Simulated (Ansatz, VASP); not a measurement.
**Ga: VASP beside Ansatz**

INCAR

```
SYSTEM = Ga
PREC = Accurate
ENCUT = 520
EDIFF = 1E-6
ISMEAR = -1
SIGMA = 0.08
LREAL = .False.
LASPH = .True.
NELM = 100
ALGO = Normal
ISIF = 2
LWAVE = .False.
LCHARG = .False.
GGA = PE
NBANDS = 20
```

Contents of KPOINTS:

```
regular mesh
0
Gamma
  12 12 10
  0 0 0
```

Contents of POSCAR:

```
Ga
1.0
    1.4596029289     -4.0919213144      0.0000000000
    1.4596029289      4.0919213144      0.0000000000
    0.0000000000      0.0000000000      3.1909939893
Ga
2
Direct
    0.8670000000      0.1330000000      0.2500000000
    0.1330000000      0.8670000000      0.7500000000
```

Input for Ansatz:

```yaml
crystal:
  lattice:
    - [1.4596029289, -4.0919213144, 0.0]
    - [1.4596029289, 4.0919213144, 0.0]
    - [0.0, 0.0, 3.1909939893]
  atoms:
    - { symbol: Ga, position: [0.867, 0.133, 0.25] }
    - { symbol: Ga, position: [0.133, 0.867, 0.75] }
kpoints:
  mp_grid: { grid: [12, 12, 10] }
  band_path:
    path:
      - [0.0, 0.0, 0.0]
      - [-0.5, 0.5, 0.0]
      - [-0.2818093587, 0.7181906413, 0.0]
      - [0.2818093587, 0.2818093587, 0.0]
      - [0.0, 0.0, 0.0]
      - [0.0, 0.0, 0.5]
      - [0.2818093587, 0.2818093587, 0.5]
      - [-0.2818093587, 0.7181906413, 0.5]
      - [-0.5, 0.5, 0.5]
    npoints: 5
scf:
  occupations: { method: fermi_dirac, width: 0.08 }
hamiltonian:
  xc: pbe
  pseudopotentials: { kind: all_electron, lapw: { basis_error: 0.001 } }
output:
  forces: true
  stress: true
  eigenvalues: true
```

Change from the starting cell: volume scaled by 1.02.

Alike in both runs: task single point; functional PBE; k mesh 12 × 12 × 10; occupations fermi-dirac, width 0.08 eV; no spin polarisation.

|  | VASP | Ansatz |
| --- | --- | --- |
| version | VASP 6.6.1 | Ansatz 0.2.0 |
| potentials or method | VASP PAW PBE potentials, release 64 (Ga_d), cutoff 520 eV | all-electron LAPW, scalar-relativistic |

Ansatz gave:

- pressure (GPa): 0.6
- traceless stress, the component that is largest in VASP (GPa): -2.20
- rms of the force components (eV/Å): 0.107

Problem. Estimate VASP's values.

Solution. Pressure (GPa): 0.6; traceless stress, the component that is largest in VASP (GPa): -2.21; rms of the force components (eV/Å): 0.107.

Atom by atom the forces differ by 0.001 eV/Å (rms over components). Ansatz ran all-electron here, and VASP with PAW potentials.
